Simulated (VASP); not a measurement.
# HfNiP2 (P6/mmm) in VASP: notebook

HfNiP2 is run at these levels: PBE; tasks: single point, relaxation of cell and atoms.

Everything below comes from runs of VASP 6.6.1. Logs are shortened: lines on timing, memory, paths and dates and some standing lists are left out, and cuts for length are marked.

## Step 1: The cell of the first run

It takes space group P6/mmm (No. 191, hexagonal). Conventional cell: a = 2.944 Å, b = 2.944 Å, c = 9.337 Å, α = 90.00°, β = 90.00°, γ = 120.00°. Hf (site symmetry 6/mmm) has 2 P at 2.55 Å and 6 Hf at 2.94 Å within 3.4 Å. Ni (site symmetry 6/mmm) has 2 P at 2.12 Å within 2.8 Å. Within 2.8 Å of P (site symmetry 6mm) lie 1 Ni at 2.12 Å and 1 Hf at 2.55 Å.

## Step 2: Single point, PBE

INCAR reads:

```
SYSTEM = HfNiP2
PREC = Accurate
ENCUT = 520
EDIFF = 1E-6
ISMEAR = 0
SIGMA = 0.1
LREAL = .FALSE.
LASPH = .TRUE.
NELM = 100
ALGO = Normal
ISIF = 2
LWAVE = .FALSE.
LCHARG = .FALSE.
GGA = PE
NBANDS = 23
```

KPOINTS reads:

```
Automatic mesh
0
G
  18 18 6
  0 0 0
```

POSCAR reads:

```
HfNiP2
1.0
    2.9439125625      0.0000000000      0.0000000000
   -1.4719562813      2.5495030656      0.0000000000
    0.0000000000      0.0000000000      9.3369439463
Hf Ni P
1 1 2
Direct
    0.0000000000      0.0000000000      0.5000000000
    0.0000000000      0.0000000000      0.0000000000
    0.0000000000      0.0000000000      0.7727025354
    0.0000000000      0.0000000000      0.2272974646
```

Potentials or basis: VASP PAW PBE potentials, release 64 (Hf_pv, Ni, P).

On the command line:

```
$ cat potpaw_PBE.64/Hf_pv/POTCAR potpaw_PBE.64/Ni/POTCAR potpaw_PBE.64/P/POTCAR > POTCAR
$ mpirun -np 1 vasp_std > vasp.out
```

OUTCAR:

```text
SYSTEM = HfNiP2
   PREC = Accurate
   ENCUT = 520
   EDIFF = 1E-6
   ISMEAR = 0
   LREAL = .FALSE.
   LASPH = .TRUE.
   NELM = 100
   ISIF = 2
   GGA = PE

 ion  position               nearest neighbor table
   1  0.000  0.000  0.500-   3 2.55   4 2.55
   2  0.000  0.000  0.000-   3 2.12   4 2.12
   3  0.000  0.000  0.773-   2 2.12   1 2.55
   4  0.000  0.000  0.227-   2 2.12   1 2.55

  LATTYP: Found a hexagonal cell.
 ALAT       =     2.9439125625
 C/A-ratio  =     3.1716104837

  Lattice vectors:

 A1 = (   2.9439125625,   0.0000000000,   0.0000000000)
 A2 = (  -1.4719562813,   2.5495030656,   0.0000000000)
 A3 = (   0.0000000000,   0.0000000000,   9.3369439463)

Analysis of symmetry for initial positions (statically):
=====================================================================
 Subroutine PRICEL returns:
 Original cell was already a primitive cell.

 Routine SETGRP: Setting up the symmetry group for a
 hexagonal supercell.

 Subroutine GETGRP returns: Found 24 space group operations
 (whereof 24 operations were pure point group operations)
 out of a pool of 24 trial point group operations.

The static configuration has the point symmetry D_6h.

Analysis of symmetry for dynamics (positions and initial velocities):
=====================================================================
 Subroutine PRICEL returns:
 Original cell was already a primitive cell.

 Routine SETGRP: Setting up the symmetry group for a
 hexagonal supercell.

 Subroutine GETGRP returns: Found 24 space group operations
 (whereof 24 operations were pure point group operations)
 out of a pool of 24 trial point group operations.

The dynamic configuration has the point symmetry D_6h.

 Subroutine INISYM returns: Found 24 space group operations
 (whereof 24 operations are pure point group operations),
 and found     1 'primitive' translations

----------------------------------------------------------------------------------------

                                     Primitive cell

  volume of cell :      70.0786

  direct lattice vectors                    reciprocal lattice vectors
     2.943912562  0.000000000  0.000000000     0.339684002  0.196116650  0.000000000
    -1.471956281  2.549503066  0.000000000     0.000000000  0.392233300  0.000000000
     0.000000000  0.000000000  9.336943946     0.000000000  0.000000000  0.107101425

  length of vectors
     2.943912562  2.943912562  9.336943946     0.392233300  0.392233300  0.107101425

  position of ions in fractional coordinates (direct lattice)
     0.000000000  0.000000000  0.500000000
     0.000000000  0.000000000  0.000000000
     0.000000000  0.000000000  0.772702535
     0.000000000  0.000000000  0.227297465

  ion indices of the primitive-cell ions
   primitive index   ion index
                 1           1
                 2           2
                 3           3
                 4           4

----------------------------------------------------------------------------------------

 KPOINTS: Automatic mesh

Automatic generation of k-mesh.
 Grid dimensions read from file:
 generate k-points for:   18   18    6

 Generating k-lattice:

  Cartesian coordinates                     Fractional coordinates (reciprocal lattice)
     0.018871333  0.010895369  0.000000000     0.055555556  0.000000000  0.000000000
     0.000000000  0.021790739  0.000000000     0.000000000  0.055555556  0.000000000
     0.000000000  0.000000000  0.017850237     0.000000000  0.000000000  0.166666667

  Length of vectors
     0.021790739  0.021790739  0.017850237

  Shift w.r.t. Gamma in fractional coordinates (k-lattice)
     0.000000000  0.000000000  0.000000000

 Subroutine IBZKPT returns following result:
 ===========================================

 Found    148 irreducible k-points:

 Following reciprocal coordinates:
            Coordinates               Weight
  0.000000  0.000000  0.000000      1.000000
  0.055556 -0.000000  0.000000      6.000000
  0.111111 -0.000000  0.000000      6.000000
  0.166667  0.000000  0.000000      6.000000
  0.222222 -0.000000  0.000000      6.000000
  0.277778 -0.000000  0.000000      6.000000
[... 16 lines left out ...]
  0.333333  0.111111  0.000000     12.000000
  0.388889  0.111111  0.000000     12.000000
 [... further k-points ...]
   k-points           NKPTS =    148   k-points in BZ     NKDIM =    148   number of bands    NBANDS=     23
   number of dos      NEDOS =    301   number of ions     NIONS =      4
   total plane-waves  NPLWV =  40320
   dimension x,y,z NGX =    24 NGY =   24 NGZ =   70
   dimension x,y,z NGXF=    48 NGYF=   48 NGZF=  140
   ions per type =               1   1   2
   NGX,Y,Z   is equivalent  to a cutoff of  13.55, 13.55, 12.46 a.u.
   NGXF,Y,Z  is equivalent  to a cutoff of  27.11, 27.11, 24.93 a.u.
 SYSTEM =  HfNiP2
   PREC   = accura    normal or accurate (medium, high low for compatibility)
   ISTART =      0    job   : 0-new  1-cont  2-samecut
[... 36 lines left out ...]
   LEPSILON=     F    determine dielectric tensor
   LRPA    =     F    only Hartree local field effects (RPA)
 non-spin polarized calculation
 Gauss-broadening in eV      SIGMA  =   0.10
  energy-cutoff  :      520.00
  volume of cell :       70.08
 maximum number of plane-waves:      1927
 NGX is ok and might be reduce to    24
   NGX = 11   NGY = 11   NGZ = 35

 number of electron      29.9999996 magnetization

 Free energy of the ion-electron system (eV)
  ---------------------------------------------------
  ext. energy  EPLUGINS =         0.00000000
  ---------------------------------------------------
  free energy    TOTEN  =       -24.71031306 eV

  energy without entropy =      -24.69705660  energy(sigma->0) =      -24.70368483

 E-fermi :   6.4362     XC(G=0): -11.0371

 val. band max:        6.4258040440   @ k =   0.2222   0.1667   0.3333
 cond. band min:       6.4446717569   @ k =   0.3333   0.2222   0.5000
 fundamental gap:      0.0188677129
 Fermi energy:         6.4362318193

 k-point     1 :       0.0000    0.0000    0.0000
  band No.  band energies     occupation
      1     -24.2510      2.00000
      2     -23.5319      2.00000
      3     -23.5319      2.00000
      4      -6.6774      2.00000
      5      -6.0674      2.00000
      6      -0.7359      2.00000
[... 15 lines left out ...]
     22      12.6084      0.00000
     23      12.6084      0.00000

 k-point     2 :       0.0556   -0.0000    0.0000
  band No.  band energies     occupation
      1     -24.2453      2.00000
      2     -23.5712      2.00000
      3     -23.5405      2.00000
      4      -6.6159      2.00000
      5      -6.0081      2.00000
      6      -0.6582      2.00000
[... 15 lines left out ...]
     22      12.5370      0.00000
     23      13.1754      0.00000

 k-point     3 :       0.1111   -0.0000    0.0000
  band No.  band energies     occupation
      1     -24.2287      2.00000
      2     -23.6833      2.00000
      3     -23.5654      2.00000
      4      -6.4326      2.00000
      5      -5.8309      2.00000
      6      -0.4350      2.00000
[... 15 lines left out ...]
     22      12.3517      0.00000
     23      13.9091      0.00000

 k-point     4 :       0.1667    0.0000    0.0000
  band No.  band energies     occupation
      1     -24.2032      2.00000
      2     -23.8515      2.00000
      3     -23.6032      2.00000
      4      -6.1319      2.00000
      5      -5.5382      2.00000
      6      -0.0928      2.00000
[... 15 lines left out ...]
     22      12.1061      0.00000
     23      14.5986      0.00000

 k-point     5 :       0.2222   -0.0000    0.0000
  band No.  band energies     occupation
      1     -24.1717      2.00000
      2     -24.0523      2.00000
      3     -23.6491      2.00000
      4      -5.7213      2.00000
      5      -5.1344      2.00000
      6       0.3332      2.00000
[... 434 lines left out ...]
 k-point    22 :       0.2778    0.1111    0.0000
  band No.  band energies     occupation
      1     -24.4433      2.00000
      2     -24.0977      2.00000
      3     -23.8169      2.00000
      4      -4.4781      2.00000
      5      -3.8774      2.00000
      6       1.4011      2.00000
[... 15 lines left out ...]
     22      12.0489      0.00000
     23      13.0478      0.00000

 k-point    23 :       0.3333    0.1111    0.0000
  band No.  band energies     occupation
      1     -24.5737      2.00000
      2     -24.0732      2.00000
      3     -23.8641      2.00000
      4      -3.8910      2.00000
      5      -3.2503      2.00000
      6       1.7431      2.00000
[... 15 lines left out ...]
     22      11.8161      0.00000
     23      13.6264      0.00000

 k-point    24 :       0.3889    0.1111    0.0000
  band No.  band energies     occupation
      1     -24.6576      2.00000
      2     -24.0571      2.00000
      3     -23.8948      2.00000
      4      -3.3967      2.00000
      5      -2.6845      2.00000
      6       1.1108      2.00000
[... 15 lines left out ...]
     22      11.5295      0.00000
     23      14.2868      0.00000

 [... further k-points ...]
[... 5 lines left out ...]
  --------------------------------------------------------------------------------------
  -------------------------------------------------------------------------------------
  Total       -0.0540538     -0.0540538      0.1260713      0.0000000      0.0000000      0.0000000
  in kB       -1.2358087     -1.2358087      2.8823157      0.0000000      0.0000000      0.0000000
  external PRESSURE =       0.1368994 kB  Pullay stress =       0.0000000 kB

 VOLUME and BASIS-vectors are now :
 -----------------------------------------------------------------------------
  energy-cutoff  :      520.00
  volume of cell :       70.08
      direct lattice vectors                 reciprocal lattice vectors
     2.943912562  0.000000000  0.000000000     0.339684002  0.196116650  0.000000000
    -1.471956281  2.549503066  0.000000000     0.000000000  0.392233300  0.000000000
     0.000000000  0.000000000  9.336943946     0.000000000  0.000000000  0.107101425

 POSITION                                       TOTAL-FORCE (eV/Angst)
 -----------------------------------------------------------------------------------
      0.00000      0.00000      4.66847        -0.000000      0.000000     -0.000000
      0.00000      0.00000      0.00000        -0.000000      0.000000     -0.000000
      0.00000      0.00000      7.21468        -0.000000     -0.000000     -0.018474
      0.00000      0.00000      2.12226         0.000000     -0.000000      0.018474
 -----------------------------------------------------------------------------------
    total drift:                                0.000000     -0.000000     -0.000000

  FREE ENERGIE OF THE ION-ELECTRON SYSTEM (eV)
  ---------------------------------------------------
  free  energy   TOTEN  =       -24.7103130646 eV

  energy  without entropy=      -24.6970566028  energy(sigma->0) =      -24.70368483
```

Run time: 3.5 min. Hardware: 1 thread of Intel Xeon 6975P-C (Granite Rapids), shared host; peak memory 0.39 GiB.

Results:

```
Free energy            : -24.7103 eV
Pressure               : 0.0 GPa
Largest force          : 0.018 eV/Å
Band gap on the k mesh : zero (band 15 reaches 8.40 eV, above the bottom of band 16 at 5.92 eV)
```

Forces in eV/Å, atoms in the order of the input:
```
Hf   0.000  0.000  0.000
Ni   0.000  0.000  0.000
P    0.000  0.000 -0.018
P    0.000  0.000  0.018
```

Stress tensor (GPa, compression positive):
```
-0.12  0.00  0.00
 0.00 -0.12  0.00
 0.00  0.00  0.29
```

Levels at points of the mesh, in eV from the Fermi level:
| k point | band 12 | band 13 | band 14 | band 15 | band 16 | band 17 | band 18 | band 19 |
| --- | --- | --- | --- | --- | --- | --- | --- | --- |
| (0.00, 0.00, 0.00) | -1.17 | -1.17 | 1.05 | 1.63 | 1.63 | 3.55 | 3.55 | 4.13 |
| (0.50, 0.00, 0.00) | -1.84 | -1.10 | -0.37 | 0.07 | 0.15 | 0.83 | 1.50 | 1.65 |
| (0.00, 0.00, 0.50) | -1.17 | -1.17 | 1.63 | 1.63 | 2.46 | 3.35 | 3.35 | 4.07 |
| (0.50, 0.00, 0.50) | -1.84 | -1.80 | -1.18 | -0.37 | 0.58 | 1.11 | 2.22 | 2.77 |

Caveat: spin-orbit coupling is left out, which moves the levels of the heavy elements.

## Step 3: Relaxation of cell and atoms, PBE

INCAR reads:

```
  PREC = Accurate
  ENCUT = 600
  EDIFF = 1E-7
  ISMEAR = 0
  SIGMA = 0.1
  LREAL = False
  LASPH = True
  NELM = 100
  ALGO = Normal
  ISIF = 3
  LWAVE = False
  LCHARG = False
  GGA = PE
  IBRION = 2
  NSW = 100
  EDIFFG = -0.01
```

KPOINTS reads:

```
regular mesh
0
Gamma
  18 18 6
```

POSCAR reads:

```
HfNiP2
1.0
    2.9496147267      0.0000000000      0.0000000000
   -1.4748073634      2.5544412847      0.0000000000
    0.0000000000      0.0000000000      9.3190400675
Hf Ni P
1 1 2
Direct
    0.0000000000      0.0000000000      0.5000000000
    0.0000000000      0.0000000000      0.0000000000
    0.0000000000      0.0000000000      0.7722200446
    0.0000000000      0.0000000000      0.2277799554
```

Potentials or basis: VASP PAW PBE potentials, release 64 (Hf_pv, Ni, P).

On the command line:

```
$ cat potpaw_PBE.64/Hf_pv/POTCAR potpaw_PBE.64/Ni/POTCAR potpaw_PBE.64/P/POTCAR > POTCAR
$ mpirun -np 1 vasp_std > vasp.out
```

It took 9.1 min on 1 thread of Intel Xeon 6975P-C (Granite Rapids), shared host; peak memory 0.44 GiB.

It converged, with:

| Property | Result |
| --- | --- |
| Free energy | -24.7107 eV |
| Relaxed volume | 17.49 Å³/atom |
| Relaxed cell | a = 2.940 Å, b = 2.940 Å, c = 9.344 Å, α = 90.00°, β = 90.00°, γ = 120.00° |
| Space group after relaxing (to 0.05 Å) | P6/mmm (No. 191) |
| Energy gained by relaxing | 0.3 meV/atom |
| Ionic steps | 5 |
| Pressure after relaxing | 0.0 GPa |
| Largest force after relaxing | 0.007 eV/Å |
| Band gap on the k mesh | zero (band 15 reaches 8.43 eV, above the bottom of band 16 at 5.93 eV) |

Forces in eV/Å, atoms in the order of the input:
```
Hf   0.000  0.000  0.000
Ni   0.000  0.000  0.000
P    0.000  0.000 -0.007
P    0.000  0.000  0.007
```

The path:
```csv
step,energy change (eV),largest force (eV/Å),pressure (GPa),volume (Å³)
1,0.0000,0.0602,0.02,70.22
2,-0.0007,0.0310,-0.48,70.24
3,-0.0009,0.0401,-0.33,70.23
4,-0.0013,0.0168,0.06,69.90
5,-0.0013,0.0068,-0.01,69.95
```

Final structure:
```
CELL_PARAMETERS angstrom
2.94027 0.00000 0.00000
-1.47013 2.54635 0.00000
0.00000 0.00000 9.34360
ATOMIC_POSITIONS crystal
Hf 0.00000 0.00000 0.50000
Ni 0.00000 0.00000 0.00000
P 0.00000 0.00000 0.77267
P 0.00000 0.00000 0.22733
```

Levels at points of the mesh, in eV from the Fermi level:
```csv
k point,band 11,band 12,band 13,band 14,band 15,band 16,band 17,band 18,band 19
"(0.00, 0.00, 0.00)",-1.54,-1.17,-1.17,1.03,1.64,1.64,3.57,3.57,4.16
"(0.50, 0.00, 0.00)",-2.19,-1.84,-1.10,-0.37,0.07,0.14,0.83,1.51,1.67
"(0.00, 0.00, 0.50)",-1.54,-1.17,-1.17,1.64,1.64,2.44,3.38,3.38,4.05
"(0.50, 0.00, 0.50)",-2.15,-1.83,-1.81,-1.19,-0.37,0.59,1.13,2.23,2.78
```

Caveat: spin-orbit coupling is left out, which moves the levels of the heavy elements.

## Step 4: Single point, PBE, collinear spin, ferromagnetic start

This run uses another cell than the first one, of 17.24 Å³/atom, 0.984 times its volume.

INCAR reads:

```
SYSTEM = HfNiP2
PREC     = Accurate       ! precision mode
ENCUT    = 520            ! plane-wave cutoff, eV
EDIFF    = 1E-7           ! SCF threshold, eV
ISMEAR   = 0              ! smearing method
SIGMA    = 0.1            ! smearing width, eV
LREAL    = .False.        ! projectors in reciprocal space
LASPH    = .True.         ! aspherical terms in the spheres
NELM     = 150            ! most SCF steps
ALGO     = Normal         ! electronic algorithm
ISIF     = 2              ! what is computed and relaxed
LWAVE    = .False.        ! write WAVECAR
LCHARG   = .True.         ! write CHGCAR
ISPIN    = 2              ! spin polarisation
MAGMOM   = 0 2 0 0        ! initial moments
LORBIT   = 11             ! projections on sites
LMAXMIX  = 4              ! l up to which the mixer works
GGA      = PE             ! functional
LELF     = .True.         ! ELF
LVHAR    = .True.       
NBANDS   = 27             ! bands
```

KPOINTS reads:

```
Automatic mesh
0
Gamma
  6 6 4
  0 0 0
```

POSCAR reads:

```
HfNiP2
1.0
    3.3109425500      0.0000000000      0.0000000000
   -1.6554712800      2.8673603600      0.0000000000
    0.0000000000      0.0000000000      7.2656928600
Hf Ni P
1 1 2
Direct
    0.0000000000      0.0000000000      0.5000000000
    0.0000000000      0.0000000000      0.0000000000
    0.0000000000      0.0000000000      0.7932041600
    0.0000000000      0.0000000000      0.2067958400
```

On the command line:

```
$ cat potpaw_PBE.64/Hf_pv/POTCAR potpaw_PBE.64/Ni/POTCAR potpaw_PBE.64/P/POTCAR > POTCAR
$ mpirun -np 1 vasp_std > vasp.out
```

Run time: 54 s. Hardware: 1 thread of Intel Xeon 6975P-C (Granite Rapids), shared host; peak memory 0.26 GiB.

It converged, with:

| Property | Result |
| --- | --- |
| Free energy | -8.6512 eV |
| Pressure | 93.8 GPa |
| Largest force | 26.588 eV/Å |
| Band gap on the k mesh | zero (filled and empty bands overlap) |
| Net moment | 0.00 μB per cell |
| Valence electrons inside the program's atomic spheres | Hf 8.97; Ni 11.28; P 2.76 |

Forces on the atoms (eV/Å):
```
Hf    0.000   0.000   0.000
Ni    0.000   0.000   0.000
P     0.000   0.000 -26.588
P     0.000   0.000  26.588
```

Stress tensor (GPa, compression positive):
```
 -1.70   0.00   0.00
  0.00  -1.70   0.00
  0.00   0.00 284.68
```

Levels at points of the mesh, in eV from the Fermi level:
Spin up:
```
           k point  band 12  band 13  band 14  band 15  band 16  band 17  band 18  band 19
(0.00, 0.00, 0.00)    -2.36     0.38     1.13     1.13     1.21     1.21     1.99     1.99
(0.50, 0.00, 0.00)    -1.85    -1.41    -1.25    -0.25     0.13     1.44     2.04     3.80
(0.00, 0.00, 0.50)    -2.36    -2.16     0.04     0.04     1.98     1.98     3.78     3.78
(0.50, 0.00, 0.50)    -1.77    -1.50    -1.25    -1.21    -0.06     0.29     2.42     3.60
```
Spin down:
| k point | band 13 | band 14 | band 15 | band 16 | band 17 | band 18 |
| --- | --- | --- | --- | --- | --- | --- |
| (0.00, 0.00, 0.00) | 0.38 | 1.13 | 1.13 | 1.21 | 1.21 | 1.99 |
| (0.50, 0.00, 0.00) | -1.41 | -1.25 | -0.25 | 0.13 | 1.44 | 2.04 |
| (0.00, 0.00, 0.50) | -2.16 | 0.04 | 0.04 | 1.98 | 1.98 | 3.78 |
| (0.50, 0.00, 0.50) | -1.50 | -1.25 | -1.21 | -0.06 | 0.29 | 2.42 |

Caveat: the k points lie up to 0.37 Å⁻¹ apart; the starting moments collapsed, and a magnetic state may lie lower; spin-orbit coupling is left out, which moves the levels of the heavy elements; forces of over 1 eV/Å act on the atoms, so gaps and moduli don't describe the material at rest.
